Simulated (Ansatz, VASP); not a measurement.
**Two plane-wave programs on Sc3Ga2As**

```xyz
12
Lattice="3.4231 0.0000 0.0000 -1.7116 2.9645 0.0000 0.0000 0.0000 20.7555" Properties=species:S:1:pos:R:3 pbc="T T T"
Sc    1.7116    0.9882    7.7336
Sc    0.0000    1.9763   18.1113
Sc    0.0000    1.9763   13.0219
Sc    1.7116    0.9882    2.6442
Sc    0.0000    0.0000   10.3778
Sc    0.0000    0.0000    0.0000
Ga    0.0000    1.9763    8.9361
Ga    1.7116    0.9882   19.3138
Ga    0.0000    1.9763    1.4417
Ga    1.7116    0.9882   11.8195
As    0.0000    0.0000   15.5666
As    0.0000    0.0000    5.1889
```

Change from the starting cell: species swapped into the Ti3AlC2 type (P6_3/mmc, No. 194).

Alike in both runs: task single point; functional PBE; k mesh 6 × 6 × 1; occupations gaussian, width 0.1 eV; no spin polarisation.

|  | VASP | Ansatz |
| --- | --- | --- |
| version | VASP 6.6.1 | Ansatz 0.2.0 |
| potentials or method | VASP PAW PBE potentials, release 64 (Sc_sv, Ga_d, As), cutoff 520 eV | scalar-relativistic, plane waves, PAW |
| valence electrons in the cell | 128 | 148 |

Ansatz gave:

```
gap on the k mesh at the Fermi level (eV) : none
rms of the force components (eV/Å)        : 2.366
```

Problem. Estimate VASP's values.

Solution. gap on the k mesh at the Fermi level (eV): none; rms of the force components (eV/Å): 2.397.

Atom by atom the forces differ by 0.032 eV/Å (rms over components). A gap of «none» marks a metal or a gap that the smearing closes. With one functional, cell and mesh, what is left measures potentials, basis and numerics. VASP's potentials hold 128 valence electrons a cell and Ansatz's 148, so a difference there can come from the potentials and not from the codes.
